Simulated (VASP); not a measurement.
# BAs (nc) (F-43m) in VASP: notebook

Runs on BAs (nc). Level: PBE. Tasks: single point, relaxation of cell and atoms.

Everything below comes from runs of VASP 6.6.1. Logs are shortened: lines on timing, memory, paths and dates and some standing lists are left out, and cuts for length are marked.

## (1) The cell of the first run

The structure is cubic, space group F-43m (No. 216). The conventional cell has a = 4.626 Å, b = 4.626 Å, c = 4.626 Å, α = 90.00°, β = 90.00°, γ = 90.00°. Within 2.7 Å of B (site symmetry -43m) lie 4 As at 2.00 Å. Within 2.7 Å of As (site symmetry -43m) lie 4 B at 2.00 Å.

## (2) Single point, PBE

INCAR reads:

```
SYSTEM = BAs
PREC = Accurate ; ENCUT = 500
EDIFF = 1E-6 ; ISMEAR = 0
SIGMA = 0.02 ; LREAL = .FALSE.
LASPH = .TRUE. ; NELM = 120
ALGO = Normal ; ISIF = 2
LWAVE = .FALSE. ; LCHARG = .FALSE.
GGA = PE ; NBANDS = 11
GGA_COMPAT = .FALSE.
```

KPOINTS reads:

```
Automatic mesh
0
G
  10 10 10
  0 0 0
```

POSCAR reads:

```
BAs
1.0
    0.0000000000      2.3130798370      2.3130798370
    2.3130798370      0.0000000000      2.3130798370
    2.3130798370      2.3130798370      0.0000000000
B As
1 1
Direct
    0.0000000000      0.0000000000      0.0000000000
    0.2500000000      0.2500000000      0.2500000000
```

Potentials or basis: VASP PAW PBE potentials, release 64 (B, As).

The run is started by

```sh
$ cat potpaw_PBE.64/B/POTCAR potpaw_PBE.64/As/POTCAR > POTCAR
$ mpirun -np 1 vasp_std > vasp.out
```

OUTCAR:

```text
SYSTEM = BAs
   PREC = Accurate
   ENCUT = 500
   EDIFF = 1E-6
   ISMEAR = 0
   LREAL = .FALSE.
   LASPH = .TRUE.
   NELM = 120
   ISIF = 2
   GGA = PE

 ion  position               nearest neighbor table
   1  0.000  0.000  0.000-   2 2.00   2 2.00   2 2.00   2 2.00
   2  0.250  0.250  0.250-   1 2.00   1 2.00   1 2.00   1 2.00

  LATTYP: Found a face centered cubic cell.
 ALAT       =     4.6261596740

  Lattice vectors:

 A1 = (   0.0000000000,   2.3130798370,   2.3130798370)
 A2 = (   2.3130798370,   0.0000000000,   2.3130798370)
 A3 = (   2.3130798370,   2.3130798370,   0.0000000000)

Analysis of symmetry for initial positions (statically):
=====================================================================
 Subroutine PRICEL returns:
 Original cell was already a primitive cell.

 Routine SETGRP: Setting up the symmetry group for a
 face centered cubic supercell.

 Subroutine GETGRP returns: Found 24 space group operations
 (whereof 24 operations were pure point group operations)
 out of a pool of 48 trial point group operations.

The static configuration has the point symmetry T_d .

Analysis of symmetry for dynamics (positions and initial velocities):
=====================================================================
 Subroutine PRICEL returns:
 Original cell was already a primitive cell.

 Routine SETGRP: Setting up the symmetry group for a
 face centered cubic supercell.

 Subroutine GETGRP returns: Found 24 space group operations
 (whereof 24 operations were pure point group operations)
 out of a pool of 48 trial point group operations.

The dynamic configuration has the point symmetry T_d .

 Subroutine INISYM returns: Found 24 space group operations
 (whereof 24 operations are pure point group operations),
 and found     1 'primitive' translations

----------------------------------------------------------------------------------------

                                     Primitive cell

  volume of cell :      24.7515

  direct lattice vectors                    reciprocal lattice vectors
     0.000000000  2.313079837  2.313079837    -0.216162016  0.216162016  0.216162016
     2.313079837  0.000000000  2.313079837     0.216162016 -0.216162016  0.216162016
     2.313079837  2.313079837  0.000000000     0.216162016  0.216162016 -0.216162016

  length of vectors
     3.271188876  3.271188876  3.271188876     0.374403594  0.374403594  0.374403594

  position of ions in fractional coordinates (direct lattice)
     0.000000000  0.000000000  0.000000000
     0.250000000  0.250000000  0.250000000

  ion indices of the primitive-cell ions
   primitive index   ion index
                 1           1
                 2           2

----------------------------------------------------------------------------------------

 KPOINTS: Automatic mesh

Automatic generation of k-mesh.
 Grid dimensions read from file:
 generate k-points for:   10   10   10

 Generating k-lattice:

  Cartesian coordinates                     Fractional coordinates (reciprocal lattice)
    -0.021616202  0.021616202  0.021616202     0.100000000  0.000000000  0.000000000
     0.021616202 -0.021616202  0.021616202     0.000000000  0.100000000  0.000000000
     0.021616202  0.021616202 -0.021616202     0.000000000  0.000000000  0.100000000

  Length of vectors
     0.037440359  0.037440359  0.037440359

  Shift w.r.t. Gamma in fractional coordinates (k-lattice)
     0.000000000  0.000000000  0.000000000

 Subroutine IBZKPT returns following result:
 ===========================================

 Found     47 irreducible k-points:

 Following reciprocal coordinates:
            Coordinates               Weight
  0.000000  0.000000  0.000000      1.000000
  0.100000  0.000000  0.000000      8.000000
  0.200000  0.000000  0.000000      8.000000
  0.300000  0.000000  0.000000      8.000000
  0.400000  0.000000  0.000000      8.000000
  0.500000  0.000000  0.000000      4.000000
[... 16 lines left out ...]
  0.300000  0.300000  0.000000      6.000000
  0.400000  0.300000  0.000000     24.000000
 [... further k-points ...]
   k-points           NKPTS =     47   k-points in BZ     NKDIM =     47   number of bands    NBANDS=     11
   number of dos      NEDOS =    301   number of ions     NIONS =      2
   total plane-waves  NPLWV =  13824
   dimension x,y,z NGX =    24 NGY =   24 NGZ =   24
   dimension x,y,z NGXF=    48 NGYF=   48 NGZF=   48
   ions per type =               1   1
   NGX,Y,Z   is equivalent  to a cutoff of  12.20, 12.20, 12.20 a.u.
   NGXF,Y,Z  is equivalent  to a cutoff of  24.39, 24.39, 24.39 a.u.
 SYSTEM =  BAs
   PREC   = accura    normal or accurate (medium, high low for compatibility)
   ISTART =      0    job   : 0-new  1-cont  2-samecut
   ICHARG =      2    charge: 1-file 2-atom 10-const
   ISPIN  =      1    spin polarized calculation?
   LNONCOLLINEAR =      F non collinear calculations
   LSORBIT =      F    spin-orbit coupling
   LASPH  =      T    aspherical Exc in radial PAW
   ENCUT  =  500.0 eV  36.75 Ry    6.06 a.u.   5.96  5.96  5.96*2*pi/ulx,y,z
   NELM   =    120;   NELMIN=  2; NELMDL= -5     # of ELM steps
   EDIFF  = 0.1E-05   stopping-criterion for ELM
   LREAL  =      F    real-space projection
   EDIFFG = 0.1E-04   stopping-criterion for IOM
   NSW    =      0    number of steps for IOM
   IBRION =     -1    ionic relax: 0-MD 1-quasi-New 2-CG
   NFREE  =      0    steps in history (QN), initial steepest desc. (CG)
   ISIF   =      2    stress and relaxation
   ISYM   =      2    0-nonsym 1-usesym 2-fastsym
   POTIM  = 0.5000    time-step for ionic-motion
   TEBEG  =    0.0;   TEEND  =   0.0 temperature during run
   PSTRESS=    0.0 pullay stress
   NELECT =       8.0000    total number of electrons
   NUPDOWN=      -1.0000    fix difference up-down
   EMIN   =  10.00;   EMAX   =-10.00  energy-range for DOS
   EFERMI =   0.00;   METHOD = LEGACY
   ISMEAR =     0;   SIGMA  =   0.02  broadening in eV -4-tet -1-fermi 0-gaus
   EFERMI_NEDOS =   21; number of points for ismear=-14 and -15
   IALGO  =     38    algorithm
   IMIX   =      4    mixing-type and parameters
     AMIX     =   0.40;   BMIX     =  1.00
     AMIX_MAG =   1.60;   BMIX_MAG =  1.00
  volume/ion in A,a.u.               =      12.38        83.52
  Fermi-wavevector in a.u.,A,eV,Ry     =   1.123494  2.123096 17.173810  1.262239
  Thomas-Fermi vector in A             =   2.260161
   LORBIT       =      0    0 simple, 1 ext, 2 COOP (PROOUT), +10 PAW based schemes
   GGA     = PE    functional components
   LHFCALC =     F    Hartree Fock is set to
   AEXX    =    0.0000 exact exchange contribution
   IVDW    =     0    specifies the selected vdW correction
   LEPSILON=     F    determine dielectric tensor
   LRPA    =     F    only Hartree local field effects (RPA)
 non-spin polarized calculation
 Gauss-broadening in eV      SIGMA  =   0.02
  energy-cutoff  :      500.00
  volume of cell :       24.75
 maximum number of plane-waves:       637
   NGX = 11   NGY = 11   NGZ = 11

 number of electron       7.9999999 magnetization

 Free energy of the ion-electron system (eV)
  ---------------------------------------------------
  ext. energy  EPLUGINS =         0.00000000
  ---------------------------------------------------
  free energy    TOTEN  =       -11.22926398 eV

  energy without entropy =      -11.22926398  energy(sigma->0) =      -11.22926398

 E-fermi :   7.3946     XC(G=0): -11.0062

 val. band max:        7.2329883537   @ k =   0.0000   0.0000   0.0000
 cond. band min:       8.3043601858   @ k =   0.4000   0.4000   0.0000
 fundamental gap:      1.0713718321
 Fermi energy:         7.3946479755

 k-point     1 :       0.0000    0.0000    0.0000
  band No.  band energies     occupation
      1      -9.0855      2.00000
      2       7.2330      2.00000
      3       7.2330      2.00000
      4       7.2330      2.00000
      5      10.6385      0.00000
      6      10.6385      0.00000
      7      10.6385      0.00000
      8      13.1741      0.00000
      9      17.3171      0.00000
     10      20.5854      0.00000
     11      20.5854      0.00000

 k-point     2 :       0.1000    0.0000    0.0000
  band No.  band energies     occupation
      1      -8.9065      2.00000
      2       5.7693      2.00000
      3       6.8966      2.00000
      4       6.8966      2.00000
      5      10.9583      0.00000
      6      11.0784      0.00000
      7      11.0784      0.00000
      8      13.8561      0.00000
      9      18.0406      0.00000
     10      19.3898      0.00000
     11      19.3898      0.00000

 k-point     3 :       0.2000    0.0000    0.0000
  band No.  band energies     occupation
      1      -8.3765      2.00000
      2       3.2407      2.00000
      3       6.2657      2.00000
      4       6.2657      2.00000
      5      10.9157      0.00000
      6      11.8462      0.00000
      7      11.8462      0.00000
      8      15.2158      0.00000
      9      18.6229      0.00000
     10      18.6229      0.00000
     11      19.0435      0.00000

 k-point     4 :       0.3000    0.0000    0.0000
  band No.  band energies     occupation
      1      -7.5282      2.00000
      2       0.7605      2.00000
      3       5.7139      2.00000
      4       5.7139      2.00000
      5      10.7137      0.00000
      6      12.2202      0.00000
      7      12.2202      0.00000
      8      16.1718      0.00000
      9      19.1693      0.00000
     10      19.1693      0.00000
     11      19.2153      0.00000

 k-point     5 :       0.4000    0.0000    0.0000
  band No.  band energies     occupation
      1      -6.4878      2.00000
      2      -1.3077      2.00000
      3       5.3619      2.00000
      4       5.3619      2.00000
      5      10.5657      0.00000
      6      12.1837      0.00000
      7      12.1837      0.00000
      8      16.3205      0.00000
      9      20.0620      0.00000
     10      20.8946      0.00000
     11      20.8946      0.00000
[... 211 lines left out ...]
 k-point    21 :      -0.3000    0.2000    0.0000
  band No.  band energies     occupation
      1      -6.2624      2.00000
      2      -0.2678      2.00000
      3       2.1951      2.00000
      4       5.0858      2.00000
      5      10.9583      0.00000
      6      13.4687      0.00000
      7      13.9006      0.00000
      8      15.9338      0.00000
      9      18.1732      0.00000
     10      20.0157      0.00000
     11      23.4585      0.00000

 k-point    22 :      -0.2000    0.2000    0.0000
  band No.  band energies     occupation
      1      -7.2393      2.00000
      2       1.4921      2.00000
      3       2.7389      2.00000
      4       5.8201      2.00000
      5      11.5090      0.00000
      6      12.6125      0.00000
      7      13.6425      0.00000
      8      14.7502      0.00000
      9      17.2562      0.00000
     10      20.5097      0.00000
     11      22.4784      0.00000

 k-point    23 :       0.3000    0.3000    0.0000
  band No.  band energies     occupation
      1      -6.9852      2.00000
      2       1.8832      2.00000
      3       3.7074      2.00000
      4       3.7074      2.00000
      5       8.5605      0.00000
      6      10.9099      0.00000
      7      16.3153      0.00000
      8      16.3153      0.00000
      9      19.1413      0.00000
     10      22.8556      0.00000
     11      23.5003      0.00000

 k-point    24 :       0.4000    0.3000    0.0000
  band No.  band energies     occupation
      1      -6.1733      2.00000
      2       0.5072      2.00000
      3       2.8420      2.00000
      4       3.3843      2.00000
      5       8.8739      0.00000
      6      10.6408      0.00000
      7      16.7840      0.00000
      8      16.9470      0.00000
      9      20.1523      0.00000
     10      23.7530      0.00000
     11      24.3423      0.00000

 [... further k-points ...]
[... 5 lines left out ...]
  --------------------------------------------------------------------------------------
  -------------------------------------------------------------------------------------
  Total        3.1615345      3.1615345      3.1615345      0.0000000      0.0000000      0.0000000
  in kB      204.6475920    204.6475920    204.6475920      0.0000000      0.0000000      0.0000000
  external PRESSURE =     204.6475920 kB  Pullay stress =       0.0000000 kB

 VOLUME and BASIS-vectors are now :
 -----------------------------------------------------------------------------
  energy-cutoff  :      500.00
  volume of cell :       24.75
      direct lattice vectors                 reciprocal lattice vectors
     0.000000000  2.313079837  2.313079837    -0.216162016  0.216162016  0.216162016
     2.313079837  0.000000000  2.313079837     0.216162016 -0.216162016  0.216162016
     2.313079837  2.313079837  0.000000000     0.216162016  0.216162016 -0.216162016

 POSITION                                       TOTAL-FORCE (eV/Angst)
 -----------------------------------------------------------------------------------
      0.00000      0.00000      0.00000         0.000000      0.000000      0.000000
      1.15654      1.15654      1.15654        -0.000000     -0.000000     -0.000000
 -----------------------------------------------------------------------------------
    total drift:                                0.000000      0.000000      0.000000

  FREE ENERGIE OF THE ION-ELECTRON SYSTEM (eV)
  ---------------------------------------------------
  free  energy   TOTEN  =       -11.2292639752 eV

  energy  without entropy=      -11.2292639752  energy(sigma->0) =      -11.22926398
```

It took 14 s on 1 thread of AMD EPYC 9R14 (Zen 4), shared host; peak memory 0.11 GiB.

Results:

- Free energy: -11.2293 eV
- Pressure: 20.5 GPa
- Band gap on the k mesh: 1.07 eV, indirect (least direct gap 3.41 eV)

## (3) Relaxation of cell and atoms, PBE, target pressure 19.4 GPa, at which the enthalpy is minimised

INCAR reads:

```
SYSTEM = BAs
PREC = Accurate ; ENCUT = 500
EDIFF = 1E-7 ; ISMEAR = 0
SIGMA = 0.02 ; LREAL = .False.
LASPH = .True. ; NELM = 120
ALGO = Normal ; ISIF = 3
LWAVE = .False. ; LCHARG = .False.
GGA = PE ; IBRION = 2
NSW = 100 ; EDIFFG = -0.002
PSTRESS = 194.0 ; GGA_COMPAT = .False.
NELMIN = 4
```

KPOINTS reads:

```
Automatic mesh
0
Gamma
  10 10 10
  0 0 0
```

POSCAR is that of step 2.

Potentials or basis: VASP PAW PBE potentials, release 64 (B, As).

The run is started by

```sh
$ cat potpaw_PBE.64/B/POTCAR potpaw_PBE.64/As/POTCAR > POTCAR
$ mpirun -np 1 vasp_std > vasp.out
```

Wall time 20 s (1 thread of AMD EPYC 9R14 (Zen 4), shared host); peak memory 0.11 GiB.

Results (log left out):

```
Free energy                                            : -11.2449 eV
Relaxed volume                                         : 12.44 Å³/atom
Relaxed cell                                           : a = 3.277 Å, b = 3.277 Å, c = 3.277 Å, α = 60.00°, β = 60.00°, γ = 60.00°
Space group after relaxing (to 0.05 Å)                 : F-43m (No. 216)
Energy change on relaxing (the enthalpy is what falls) : -7.8 meV/atom
Ionic steps                                            : 3
Pressure after relaxing                                : 19.4 GPa
Band gap on the k mesh                                 : 1.08 eV, indirect (least direct gap 3.40 eV)
```

The path:
```csv
step,energy change (eV),largest force (eV/Å),pressure (GPa),volume (Å³)
1,0.0000,0.0000,20.47,24.75
2,-0.0357,0.0000,18.01,25.05
3,-0.0157,0.0000,19.42,24.88
```

Final structure:
```cif
data_structure
_symmetry_space_group_name_H-M 'P 1'
_symmetry_Int_Tables_number 1
_cell_length_a 3.2767
_cell_length_b 3.2767
_cell_length_c 3.2767
_cell_angle_alpha 60.000
_cell_angle_beta 60.000
_cell_angle_gamma 60.000
_cell_volume 24.88
loop_
_atom_site_label
_atom_site_type_symbol
_atom_site_fract_x
_atom_site_fract_y
_atom_site_fract_z
_atom_site_occupancy
B1 B 0.00000 0.00000 0.00000 1
As1 As 0.25000 0.25000 0.25000 1
```

Levels at points of the mesh, in eV from the valence-band top:
```tsv
k point	band 1	band 2	band 3	band 4	band 5	band 6	band 7	band 8
(0.00, 0.00, 0.00)	-16.27	0.00	0.00	0.00	3.40	3.40	3.40	5.87
(0.50, 0.00, 0.00)	-13.05	-9.49	-1.98	-1.98	3.25	4.88	4.88	9.02
(0.50, 0.50, 0.00)	-11.59	-9.06	-4.48	-4.48	1.30	1.35	12.26	12.26
```

Caveat: the cell is relaxed towards a set pressure, so the enthalpy falls and the energy may rise. Zero-point motion and thermal expansion aren't in these numbers.
